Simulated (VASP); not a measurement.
# GeSb4Te4 (P-3m1) in VASP: relaxation of shape and atoms at fixed volume with PBEsol

Aim: the relaxation of shape and atoms at fixed volume of GeSb4Te4 with PBEsol.

Program: VASP 6.6.1. These are calculated values, not measurements. Logs are shortened: lines on timing, memory, paths and dates and some standing lists are left out, and cuts for length are marked.

**1. The cell of the first run**

Symmetry: P-3m1, No. 164, trigonal system. The conventional cell has a = 4.184 Å, b = 4.184 Å, c = 16.622 Å, α = 90.00°, β = 90.00°, γ = 120.00°. Ge (site symmetry -3m) has 6 Te at 2.90 Å within 3.8 Å. Sb (site symmetry 3m) has 3 Sb at 2.87 Å and 3 Te at 3.33 Å within 3.8 Å. Within 3.9 Å of Sb (site symmetry 3m) lie 6 Te at 2.95 to 3.10 Å. Te (site symmetry 3m) has 3 Ge at 2.90 Å and 3 Sb at 3.10 Å within 3.8 Å. Te (site symmetry 3m) has 6 Sb at 2.95 to 3.33 Å within 3.9 Å.

**2. Relaxation of shape and atoms at fixed volume, PBEsol (28.00 Å³/atom)**

The input, INCAR:

```
PREC = Accurate ; ENCUT = 600
EDIFF = 1E-6 ; ISMEAR = 0
SIGMA = 0.1 ; LREAL = F
LASPH = T ; NELM = 80
ALGO = Normal ; ISIF = 4
LWAVE = F ; LCHARG = F
GGA = PS ; IBRION = 2
NSW = 50 ; EDIFFG = -0.01
```

The input, KPOINTS:

```
regular mesh
0
Gamma
  12 12 2
```

The input, POSCAR:

```
GeSb4Te4
1.0
    4.1842385589      0.0000000000      0.0000000000
   -2.0921192794      3.6236568875      0.0000000000
    0.0000000000      0.0000000000     16.6219166702
Ge Sb Te
1 4 4
Direct
    0.0000000000      0.0000000000      0.0000000000
    0.3333333333      0.6666666667      0.5466162127
    0.6666666667      0.3333333333      0.4533837873
    0.6666666667      0.3333333333      0.7864338563
    0.3333333333      0.6666666667      0.2135661437
    0.3333333333      0.6666666667      0.9029685841
    0.6666666667      0.3333333333      0.0970314159
    0.0000000000      0.0000000000      0.6841196715
    0.0000000000      0.0000000000      0.3158803285
```

Potentials or basis: VASP PAW PBE potentials, release 64 (Ge_d, Sb, Te).

Launch:

```bash
$ cat potpaw_PBE.64/Ge_d/POTCAR potpaw_PBE.64/Sb/POTCAR potpaw_PBE.64/Te/POTCAR > POTCAR
$ mpirun -np 1 vasp_std > vasp.out
```

OUTCAR:

```text
PREC = Accurate
   ENCUT = 600
   EDIFF = 1E-6
   ISMEAR = 0
   LREAL = F
   LASPH = T
   NELM = 80
   ISIF = 4
   GGA = PS
   IBRION = 2
   NSW = 50
   EDIFFG = -0.01

 ion  position               nearest neighbor table
   1  0.000  0.000  0.000-   6 2.90   7 2.90   6 2.90   7 2.90   7 2.90   6 2.90
   2  0.333  0.667  0.547-   3 2.87   3 2.87   3 2.87   8 3.33   8 3.33   8 3.33
   3  0.667  0.333  0.453-   2 2.87   2 2.87   2 2.87   9 3.33   9 3.33   9 3.33
   4  0.667  0.333  0.786-   8 2.95   8 2.95   8 2.95   6 3.10   6 3.10   6 3.10
   5  0.333  0.667  0.214-   9 2.95   9 2.95   9 2.95   7 3.10   7 3.10   7 3.10
   6  0.333  0.667  0.903-   1 2.90   1 2.90   1 2.90   4 3.10   4 3.10   4 3.10
   7  0.667  0.333  0.097-   1 2.90   1 2.90   1 2.90   5 3.10   5 3.10   5 3.10
   8  0.000  0.000  0.684-   4 2.95   4 2.95   4 2.95   2 3.33   2 3.33   2 3.33
   9  0.000  0.000  0.316-   5 2.95   5 2.95   5 2.95   3 3.33   3 3.33   3 3.33

  LATTYP: Found a hexagonal cell.
 ALAT       =     4.1842385589
 C/A-ratio  =     3.9725069296

  Lattice vectors:

 A1 = (   4.1842385589,   0.0000000000,   0.0000000000)
 A2 = (  -2.0921192794,   3.6236568875,   0.0000000000)
 A3 = (   0.0000000000,   0.0000000000,  16.6219166702)

Analysis of symmetry for initial positions (statically):
=====================================================================
 Subroutine PRICEL returns:
 Original cell was already a primitive cell.

 Routine SETGRP: Setting up the symmetry group for a
 hexagonal supercell.

 Subroutine GETGRP returns: Found 12 space group operations
 (whereof 12 operations were pure point group operations)
 out of a pool of 24 trial point group operations.

The static configuration has the point symmetry D_3d.

Analysis of symmetry for dynamics (positions and initial velocities):
=====================================================================
 Subroutine PRICEL returns:
 Original cell was already a primitive cell.

 Routine SETGRP: Setting up the symmetry group for a
 hexagonal supercell.

 Subroutine GETGRP returns: Found 12 space group operations
 (whereof 12 operations were pure point group operations)
 out of a pool of 24 trial point group operations.

The dynamic configuration has the point symmetry D_3d.

 Subroutine INISYM returns: Found 12 space group operations
 (whereof 12 operations are pure point group operations),
 and found     1 'primitive' translations

----------------------------------------------------------------------------------------

                                     Primitive cell

  volume of cell :     252.0256

[... 115 lines left out ...]
   EMIN   =  10.00;   EMAX   =-10.00  energy-range for DOS
   EFERMI =   0.00;   METHOD = LEGACY
   ISMEAR =     0;   SIGMA  =   0.10  broadening in eV -4-tet -1-fermi 0-gaus
   EFERMI_NEDOS =   21; number of points for ismear=-14 and -15
   IALGO  =     38    algorithm
   IMIX   =      4    mixing-type and parameters
     AMIX     =   0.40;   BMIX     =  1.00
     AMIX_MAG =   1.60;   BMIX_MAG =  1.00
  volume/ion in A,a.u.               =      28.00       188.97
  Fermi-wavevector in a.u.,A,eV,Ry     =   1.003235  1.895839 13.693995  1.006480
  Thomas-Fermi vector in A             =   2.135774
   LORBIT       =      0    0 simple, 1 ext, 2 COOP (PROOUT), +10 PAW based schemes
   GGA     = PS    functional components
   LHFCALC =     F    Hartree Fock is set to
   AEXX    =    0.0000 exact exchange contribution
   IVDW    =     0    specifies the selected vdW correction
   LEPSILON=     F    determine dielectric tensor
   LRPA    =     F    only Hartree local field effects (RPA)
 conjugate gradient relaxation of ions
 non-spin polarized calculation
 Gauss-broadening in eV      SIGMA  =   0.10
  energy-cutoff  :      600.00
  volume of cell :      252.03
 maximum number of plane-waves:      8490
 NGX is ok and might be reduce to    36
   NGX = 17   NGY = 17   NGZ = 67

--------------------------------------- Ionic step        1  -------------------------------------------

 number of electron      57.9999985 magnetization

 Free energy of the ion-electron system (eV)
  ---------------------------------------------------
  ext. energy  EPLUGINS =         0.00000000
  ---------------------------------------------------
  free energy    TOTEN  =       -37.86217025 eV

  energy without entropy =      -37.85717424  energy(sigma->0) =      -37.85967225

------------------------ aborting loop because EDIFF is reached ----------------------------------------

  FORCE on cell =-STRESS in cart. coord.  units (eV):
  Direction    XX          YY          ZZ          XY          YZ          ZX
  --------------------------------------------------------------------------------------
  -------------------------------------------------------------------------------------
  Total        5.9643682      5.9643682      5.9076687      0.0000000      0.0000000     -0.0000000
  in kB       37.9166904     37.9166904     37.5562403      0.0000000      0.0000000     -0.0000000
  external PRESSURE =      37.7965403 kB  Pullay stress =       0.0000000 kB
[... 331 lines left out ...]
--------------------------------------- Ionic step        9  -------------------------------------------

 number of electron      57.9999985 magnetization

 Free energy of the ion-electron system (eV)
  ---------------------------------------------------
  ext. energy  EPLUGINS =         0.00000000
  ---------------------------------------------------
  free energy    TOTEN  =       -37.87474655 eV

  energy without entropy =      -37.87016820  energy(sigma->0) =      -37.87245738

 E-fermi :   7.7030     XC(G=0):  -9.9878

 val. band max:        7.6152102213   @ k =   0.0833  -0.0000   0.5000
 cond. band min:       7.7231633330   @ k =   0.0833  -0.0000   0.5000
 fundamental gap:      0.1079531117
 Fermi energy:         7.7030238139

 k-point     1 :       0.0000    0.0000    0.0000
  band No.  band energies     occupation
      1     -17.2685      2.00000
      2     -17.2685      2.00000
      3     -17.2599      2.00000
      4     -17.2578      2.00000
      5     -17.2578      2.00000
      6      -6.2506      2.00000
[... 877 lines left out ...]
     33       9.3506      0.00000
     34       9.4712      0.00000

 [... further k-points ...]

------------------------ aborting loop because EDIFF is reached ----------------------------------------

  FORCE on cell =-STRESS in cart. coord.  units (eV):
  Direction    XX          YY          ZZ          XY          YZ          ZX
  --------------------------------------------------------------------------------------
  -------------------------------------------------------------------------------------
  Total        5.3538497      5.3538497      5.3743033      0.0000000      0.0000000     -0.0000000
  in kB       34.0355011     34.0355011     34.1655290      0.0000000      0.0000000     -0.0000000
  external PRESSURE =      34.0788437 kB  Pullay stress =       0.0000000 kB
[... 24 lines left out ...]
  FREE ENERGIE OF THE ION-ELECTRON SYSTEM (eV)
  ---------------------------------------------------
  free  energy   TOTEN  =       -37.8747465497 eV

  energy  without entropy=      -37.8701682019  energy(sigma->0) =      -37.87245738

 reached required accuracy - stopping structural energy minimisation
```

Wall time 42 min (1 thread of Intel Xeon Platinum 8259CL at 2.50GHz (Skylake/Cascade Lake), shared host); peak memory 0.73 GiB.

Results:

| Property | Result |
| --- | --- |
| Free energy | -37.8747 eV |
| Energy gained by relaxing | 1.4 meV/atom |
| Ionic steps | 9 |
| Pressure after relaxing | 3.4 GPa |
| Largest force after relaxing | 0.004 eV/Å |
| Band gap on the k mesh | zero (bands 29 and 30 overlap by 0.16 eV) |

Forces on the atoms (eV/Å):
```
Ge   0.000  0.000  0.000
Sb   0.000  0.000  0.001
Sb   0.000  0.000 -0.001
Sb   0.000  0.000 -0.004
Sb   0.000  0.000  0.004
Te   0.000  0.000  0.003
Te   0.000  0.000 -0.003
Te   0.000  0.000 -0.001
Te   0.000  0.000  0.001
```

Step by step:
```csv
step,energy change (eV),largest force (eV/Å),pressure (GPa),volume (Å³)
1,0.0000,0.2670,3.78,252.03
2,-0.0086,0.1149,3.60,252.03
3,-0.0102,0.0519,3.47,252.03
4,-0.0110,0.0392,3.46,252.03
5,-0.0117,0.0317,3.44,252.03
6,-0.0117,0.0306,3.43,252.03
7,-0.0120,0.0268,3.42,252.03
8,-0.0124,0.0247,3.41,252.03
9,-0.0126,0.0037,3.41,252.03
```

Final structure:
```
Ge Sb Te
1.0
     4.19224    0.00000    0.00000
    -2.09612    3.63058    0.00000
     0.00000    0.00000   16.55854
Ge Sb Te
1 4 4
Direct
  0.00000 0.00000 0.00000
  0.33333 0.66667 0.54775
  0.66667 0.33333 0.45225
  0.66667 0.33333 0.78583
  0.33333 0.66667 0.21417
  0.33333 0.66667 0.90273
  0.66667 0.33333 0.09727
  0.00000 0.00000 0.68166
  0.00000 0.00000 0.31834
```

Caveat: the PAW data sets were made with another functional, which shifts forces and pressure a little; spin-orbit coupling is left out, which moves the levels of the heavy elements.

The gap in the log of VASP goes by the Fermi energy; the results here count the filled bands.